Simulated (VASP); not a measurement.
Runs of VASP 6.6.1 on Pd. The structure is that of space group Im-3m (No. 229), or close to it. The cells are those of the table. This isn't the form of Pd at room conditions, which is fcc.

```tsv
cell	gap on the mesh (eV)	pressure (GPa)
a = 2.717 Å, angles 109.5°, 1 atom	none	-0.2
a = 2.680 Å, angles 109.5°, 1 atom	none	(b)
a = 2.699 Å, angles 109.5°, 1 atom	none	3.3
a = 2.662 Å, angles 109.5°, 1 atom	none	(a)
a = 2.735 Å, angles 109.5°, 1 atom	none	-3.2
a = 2.753 Å, angles 109.5°, 1 atom	none	-5.9
```

Alike in all rows: task single point; level PBE; potentials or basis VASP PAW PBE potentials, release 64 (Pd); no spin polarisation; k mesh 49 × 49 × 49; cutoff (eV) 520; smearing fermi-dirac 0.0612256 eV.

Task: Fill in the values left out.

Result: (a) 11.7; (b) 7.2.

Caveats: the cell stands under pressure (at least some runs); the cell stands under tension (at least some runs).

A k mesh can miss the band edges, and the runs leave out spin-orbit coupling on Pd.

A gap of «none» marks levels without a gap at the run's occupations.
